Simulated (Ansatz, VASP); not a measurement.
# Al in VASP and in Ansatz

```
Al
1.0
     2.65680    0.00000    0.00000
    -1.32840    2.30086    0.00000
     0.00000    0.00000    9.24105
Al
4
Direct
  0.00000 0.00000 0.00000
  0.33333 0.66667 0.25000
  0.00000 0.00000 0.50000
  0.66667 0.33333 0.75000
```

Alike in both runs: task single point; functional PBE; dispersion D3(BJ); k mesh 18 × 18 × 4; occupations gaussian, width 0.15 eV; no spin polarisation.

```csv
,VASP,Ansatz
version,VASP 6.6.1,Ansatz 0.2.0
potentials or method,"VASP PAW PBE potentials, release 64 (Al), cutoff 520 eV","scalar-relativistic, plane waves, PAW"
valence electrons in the cell,12,12
```

VASP gave:

```
gap on the k mesh at the Fermi level (eV)                     : none
pressure (GPa)                                                : 13.5
traceless stress, the component that is largest in VASP (GPa) : -6.58
```

Question: Estimate Ansatz's values.

Answer: gap on the k mesh at the Fermi level (eV): none; pressure (GPa): 13.5; traceless stress, the component that is largest in VASP (GPa): -6.57.

A gap of «none» marks a metal or a gap that the smearing closes.
